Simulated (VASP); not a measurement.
Runs of VASP 6.6.1 on InAs. The structure is that of space group Fm-3m (No. 225), or close to it. The cells are those of the table. 

| cell | gap on the mesh (eV) | pressure (GPa) |
| --- | --- | --- |
| a = 3.986 Å, angles 60.0°, 2 atoms | none | -1.0 |
| a = 4.149 Å, angles 60.0°, 2 atoms | none | (b) |
| a = 4.109 Å, angles 60.0°, 2 atoms | none | -6.4 |
| a = 4.069 Å, angles 60.0°, 2 atoms | none | -5.0 |
| a = 4.028 Å, angles 60.0°, 2 atoms | none | (a) |

Alike in all rows: task single point; level LDA; potentials or basis VASP PAW LDA potentials, release 64 (In_d, As); no spin polarisation; k mesh 6 × 6 × 6; cutoff (eV) 500; smearing fermi-dirac 0.1 eV.

Question: Estimate the missing entries.

Answer: (a) -3.2; (b) -7.6.

Caveats: spin-orbit coupling is left out, which moves the levels of the heavy elements.

A k mesh can miss the band edges, and the runs leave out spin-orbit coupling on As, In.

A gap of «none» marks levels without a gap at the run's occupations.
